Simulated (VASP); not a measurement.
# ZnAu (P4/mmm) in VASP: further runs, part 2 of 2

VASP 6.6.1. The steps go on from the part before.

## Step 4: Single point, r2SCAN (strain along c alone, the other axes held: +4.5 %)

POSCAR

```
ZnAu
1.0
    3.1485066216      0.0000000000      0.0000000000
    0.0000000000      3.1485066216      0.0000000000
    0.0000000000      0.0000000000      3.2901894196
Zn Au
1 1
Direct
    0.5000000000      0.5000000000      0.5000000000
    0.0000000000      0.0000000000      0.0000000000
```

INCAR.step1

```
SYSTEM = ZnAu
PREC = Accurate ; ENCUT = 520
ISMEAR = 0 ; SIGMA = 0.1
LREAL = .False. ; LASPH = .True.
NELM = 60 ; NBANDS = 18
GGA = PE ; ALGO = Normal
EDIFF = 1E-4 ; LWAVE = .True.
LCHARG = .False.
```

INCAR.step2

```
SYSTEM = ZnAu
PREC = Accurate ; ENCUT = 520
EDIFF = 1E-7 ; ISMEAR = 0
SIGMA = 0.1 ; LREAL = .False.
LASPH = .True. ; NELM = 60
ALGO = Normal ; ISIF = 2
LWAVE = .False. ; LCHARG = .False.
METAGGA = R2SCAN ; LMIXTAU = .True.
NBANDS = 18 ; ISTART = 1
```

KPOINTS

```
Automatic mesh
0
Gamma
  16 16 16
  0 0 0
```

Potentials or basis: VASP PAW PBE potentials, release 64 (Zn, Au).

The run is started by

```sh
$ cat potpaw_PBE.64/Zn/POTCAR potpaw_PBE.64/Au/POTCAR > POTCAR
$ cp INCAR.step1 INCAR
$ mpirun -np 1 vasp_std > vasp.out
$ cp INCAR.step2 INCAR
$ mpirun -np 1 vasp_std > vasp.out
```

OUTCAR:

```text
SYSTEM = ZnAu
   PREC = Accurate
   ENCUT = 520
   EDIFF = 1E-7
   ISMEAR = 0
   LREAL = .False.
   LASPH = .True.
   NELM = 60
   ISIF = 2
   METAGGA = R2SCAN
   ISTART = 1

 ion  position               nearest neighbor table
   1  0.500  0.500  0.500-   2 2.77   2 2.77   2 2.77   2 2.77   2 2.77   2 2.77   2 2.77   2 2.77

   2  0.000  0.000  0.000-   1 2.77   1 2.77   1 2.77   1 2.77   1 2.77   1 2.77   1 2.77   1 2.77

  LATTYP: Found a simple tetragonal cell.
 ALAT       =     3.1485066216
 C/A-ratio  =     1.0450000000

  Lattice vectors:

 A1 = (   3.1485066216,   0.0000000000,   0.0000000000)
 A2 = (   0.0000000000,   3.1485066216,   0.0000000000)
 A3 = (   0.0000000000,   0.0000000000,   3.2901894196)

Analysis of symmetry for initial positions (statically):
=====================================================================
 Subroutine PRICEL returns:
 Original cell was already a primitive cell.

 Routine SETGRP: Setting up the symmetry group for a
 simple tetragonal supercell.

 Subroutine GETGRP returns: Found 16 space group operations
 (whereof 16 operations were pure point group operations)
 out of a pool of 16 trial point group operations.

The static configuration has the point symmetry D_4h.

Analysis of symmetry for dynamics (positions and initial velocities):
=====================================================================
 Subroutine PRICEL returns:
 Original cell was already a primitive cell.

 Routine SETGRP: Setting up the symmetry group for a
 simple tetragonal supercell.

 Subroutine GETGRP returns: Found 16 space group operations
 (whereof 16 operations were pure point group operations)
 out of a pool of 16 trial point group operations.

The dynamic configuration has the point symmetry D_4h.

 Subroutine INISYM returns: Found 16 space group operations
 (whereof 16 operations are pure point group operations),
 and found     1 'primitive' translations

----------------------------------------------------------------------------------------

                                     Primitive cell

  volume of cell :      32.6160

  direct lattice vectors                    reciprocal lattice vectors
     3.148506622  0.000000000  0.000000000     0.317610893  0.000000000  0.000000000
     0.000000000  3.148506622  0.000000000     0.000000000  0.317610893  0.000000000
     0.000000000  0.000000000  3.290189420     0.000000000  0.000000000  0.303933869

  length of vectors
     3.148506622  3.148506622  3.290189420     0.317610893  0.317610893  0.303933869

  position of ions in fractional coordinates (direct lattice)
     0.500000000  0.500000000  0.500000000
     0.000000000  0.000000000  0.000000000

  ion indices of the primitive-cell ions
   primitive index   ion index
                 1           1
                 2           2

----------------------------------------------------------------------------------------

 KPOINTS: Automatic mesh

Automatic generation of k-mesh.
 Grid dimensions read from file:
 generate k-points for:   16   16   16

 Generating k-lattice:

  Cartesian coordinates                     Fractional coordinates (reciprocal lattice)
     0.019850681  0.000000000  0.000000000     0.062500000  0.000000000  0.000000000
     0.000000000  0.019850681  0.000000000     0.000000000  0.062500000  0.000000000
     0.000000000  0.000000000  0.018995867     0.000000000  0.000000000  0.062500000

  Length of vectors
     0.019850681  0.019850681  0.018995867

  Shift w.r.t. Gamma in fractional coordinates (k-lattice)
     0.000000000  0.000000000  0.000000000

 Subroutine IBZKPT returns following result:
 ===========================================

 Found    405 irreducible k-points:

 Following reciprocal coordinates:
            Coordinates               Weight
  0.000000  0.000000  0.000000      1.000000
  0.062500  0.000000  0.000000      4.000000
  0.125000  0.000000  0.000000      4.000000
  0.187500  0.000000  0.000000      4.000000
  0.250000  0.000000  0.000000      4.000000
  0.312500  0.000000  0.000000      4.000000
[... 16 lines left out ...]
  0.437500  0.125000  0.000000      8.000000
  0.500000  0.125000  0.000000      4.000000
 [... further k-points ...]
   k-points           NKPTS =    405   k-points in BZ     NKDIM =    405   number of bands    NBANDS=     18
   number of dos      NEDOS =    301   number of ions     NIONS =      2
   total plane-waves  NPLWV =  13824
   dimension x,y,z NGX =    24 NGY =   24 NGZ =   24
   dimension x,y,z NGXF=    48 NGYF=   48 NGZF=   48
   ions per type =               1   1
   NGX,Y,Z   is equivalent  to a cutoff of  12.67, 12.67, 12.13 a.u.
   NGXF,Y,Z  is equivalent  to a cutoff of  25.34, 25.34, 24.25 a.u.
 SYSTEM =  ZnAu
   PREC   = accura    normal or accurate (medium, high low for compatibility)
   ISTART =      1    job   : 0-new  1-cont  2-samecut
   ICHARG =      0    charge: 1-file 2-atom 10-const
   ISPIN  =      1    spin polarized calculation?
   LNONCOLLINEAR =      F non collinear calculations
   LSORBIT =      F    spin-orbit coupling
   LASPH  =      T    aspherical Exc in radial PAW
   ENCUT  =  520.0 eV  38.22 Ry    6.18 a.u.   5.85  5.85  6.12*2*pi/ulx,y,z
   NELM   =     60;   NELMIN=  2; NELMDL=  0     # of ELM steps
   EDIFF  = 0.1E-06   stopping-criterion for ELM
   LREAL  =      F    real-space projection
   EDIFFG = 0.1E-05   stopping-criterion for IOM
   NSW    =      0    number of steps for IOM
   IBRION =     -1    ionic relax: 0-MD 1-quasi-New 2-CG
   NFREE  =      0    steps in history (QN), initial steepest desc. (CG)
   ISIF   =      2    stress and relaxation
   ISYM   =      2    0-nonsym 1-usesym 2-fastsym
   POTIM  = 0.5000    time-step for ionic-motion
   TEBEG  =    0.0;   TEEND  =   0.0 temperature during run
   PSTRESS=    0.0 pullay stress
   NELECT =      23.0000    total number of electrons
   NUPDOWN=      -1.0000    fix difference up-down
   EMIN   =  10.00;   EMAX   =-10.00  energy-range for DOS
   EFERMI =   0.00;   METHOD = LEGACY
   ISMEAR =     0;   SIGMA  =   0.10  broadening in eV -4-tet -1-fermi 0-gaus
   EFERMI_NEDOS =   21; number of points for ismear=-14 and -15
   IALGO  =     38    algorithm
   IMIX   =      4    mixing-type and parameters
     AMIX     =   0.40;   BMIX     =  1.00
     AMIX_MAG =   1.60;   BMIX_MAG =  1.00
  volume/ion in A,a.u.               =      16.31       110.05
  Fermi-wavevector in a.u.,A,eV,Ry     =   1.457161  2.753634 28.889479  2.123317
  Thomas-Fermi vector in A             =   2.573994
   LORBIT       =      0    0 simple, 1 ext, 2 COOP (PROOUT), +10 PAW based schemes
   METAGGA = R2SCAN    functional components
   LHFCALC =     F    Hartree Fock is set to
   AEXX    =    0.0000 exact exchange contribution
   IVDW    =     0    specifies the selected vdW correction
   LEPSILON=     F    determine dielectric tensor
   LRPA    =     F    only Hartree local field effects (RPA)
 non-spin polarized calculation
 Gauss-broadening in eV      SIGMA  =   0.10
  energy-cutoff  :      520.00
  volume of cell :       32.62
 maximum number of plane-waves:       904
 NGX is ok and might be reduce to    24
   NGX = 11   NGY = 11   NGZ = 13

 number of electron      22.9999993 magnetization

 Free energy of the ion-electron system (eV)
  ---------------------------------------------------
  ext. energy  EPLUGINS =         0.00000000
  ---------------------------------------------------
  free energy    TOTEN  =       -59.91555690 eV

  energy without entropy =      -59.91320924  energy(sigma->0) =      -59.91438307

 E-fermi :   6.4257     XC(G=0): -13.1224

 val. band max:        6.4212684626   @ k =   0.4375   0.3750   0.1875
 cond. band min:       6.4433568342   @ k =   0.3750   0.1250   0.3750
 fundamental gap:      0.0220883717
 Fermi energy:         6.4256918539

 k-point     1 :       0.0000    0.0000    0.0000
  band No.  band energies     occupation
      1      -4.1497      2.00000
      2      -1.8590      2.00000
      3      -1.8573      2.00000
      4      -1.2749      2.00000
      5      -1.2749      2.00000
      6      -1.2115      2.00000
[... 10 lines left out ...]
     17      18.9080      0.00000
     18      24.8901      0.00000
[... 463 lines left out ...]
 k-point    24 :       0.5000    0.1250    0.0000
  band No.  band energies     occupation
      1      -1.5252      2.00000
      2      -1.4906      2.00000
      3      -1.3996      2.00000
      4      -1.3475      2.00000
      5      -1.2140      2.00000
      6      -0.4791      2.00000
[... 10 lines left out ...]
     17      17.3696      0.00000
     18      20.3790      0.00000

 [... further k-points ...]

------------------------ aborting loop because EDIFF is reached ----------------------------------------

  FORCE on cell =-STRESS in cart. coord.  units (eV):
  Direction    XX          YY          ZZ          XY          YZ          ZX
  --------------------------------------------------------------------------------------
  -------------------------------------------------------------------------------------
  Total       -0.9836035     -0.9836035     -1.1274412      0.0000000     -0.0000000      0.0000000
  in kB      -48.3170614    -48.3170614    -55.3827289      0.0000000     -0.0000000      0.0000000
  external PRESSURE =     -50.6722839 kB  Pullay stress =       0.0000000 kB

 VOLUME and BASIS-vectors are now :
 -----------------------------------------------------------------------------
  energy-cutoff  :      520.00
  volume of cell :       32.62
      direct lattice vectors                 reciprocal lattice vectors
     3.148506622  0.000000000  0.000000000     0.317610893  0.000000000  0.000000000
     0.000000000  3.148506622  0.000000000     0.000000000  0.317610893  0.000000000
     0.000000000  0.000000000  3.290189420     0.000000000  0.000000000  0.303933869

 POSITION                                       TOTAL-FORCE (eV/Angst)
 -----------------------------------------------------------------------------------
      1.57425      1.57425      1.64509         0.000000      0.000000      0.000000
      0.00000      0.00000      0.00000         0.000000      0.000000      0.000000
 -----------------------------------------------------------------------------------
    total drift:                                0.000000      0.000000     -0.000000

  FREE ENERGIE OF THE ION-ELECTRON SYSTEM (eV)
  ---------------------------------------------------
  free  energy   TOTEN  =       -59.9155568980 eV

  energy  without entropy=      -59.9132092428  energy(sigma->0) =      -59.91438307
```

Run time: 8.7 min. Hardware: 1 thread of Intel Xeon 8259CL, shared host; peak memory 0.36 GiB.

What came out:

```yaml
Free_energy: -59.9156 eV
Pressure: -5.1 GPa
Band_gap_on_the_k_mesh: zero (an odd number of electrons rules out a gap without spin polarisation)
```

Stress tensor (GPa, compression positive):
```
-4.83  0.00  0.00
 0.00 -4.83  0.00
 0.00  0.00 -5.54
```

Levels at points of the mesh, in eV from the Fermi level:
| k point | band 9 | band 10 | band 11 | band 12 | band 13 | band 14 | band 15 | band 16 |
| --- | --- | --- | --- | --- | --- | --- | --- | --- |
| (0.00, 0.00, 0.00) | -3.93 | -3.93 | -3.84 | 4.34 | 5.68 | 5.68 | 8.70 | 12.14 |
| (0.50, 0.00, 0.00) | -5.19 | -4.93 | -4.06 | -2.34 | 10.37 | 10.49 | 10.89 | 11.84 |
| (0.50, 0.50, 0.00) | -4.34 | -3.21 | -1.67 | -1.67 | 1.02 | 2.71 | 10.18 | 12.61 |
| (0.00, 0.00, 0.50) | -4.89 | -4.89 | -3.96 | -2.91 | 10.88 | 11.48 | 11.48 | 11.53 |
| (0.50, 0.00, 0.50) | -4.19 | -3.40 | -1.96 | -1.86 | 0.52 | 2.36 | 11.14 | 13.48 |
| (0.50, 0.50, 0.50) | -3.40 | -3.18 | 1.67 | 3.50 | 3.78 | 3.78 | 3.94 | 5.79 |

Caveat: the cell differs from its parent crystal (strain along c alone, the other axes held: +4.5 %); the cell stands under tension; the PAW data sets were made with another functional, which shifts forces and pressure a little; spin-orbit coupling is left out, which moves the levels of the heavy elements.

## Step 5: The runs side by side

```csv
cell,gap on the mesh (eV),pressure (GPa)
"a = 3.149, b = 3.149, c = 3.196 Å, 2 atoms",none,-1.6
"a = 3.149, b = 3.149, c = 3.243 Å, 2 atoms",none,-3.4
"a = 3.149, b = 3.149, c = 3.290 Å, 2 atoms",none,-5.1
```

Alike in all rows: task single point; level r2SCAN; potentials or basis VASP PAW PBE potentials, release 64 (Zn, Au); no spin polarisation; k mesh 16 × 16 × 16; cutoff (eV) 520; smearing gaussian 0.1 eV.

Caveats: the PAW data sets were made with another functional, which shifts forces and pressure a little; spin-orbit coupling is left out, which moves the levels of the heavy elements; the cell stands under tension (at least some runs).

Absolute energies hang on the potentials; compare differences alone.
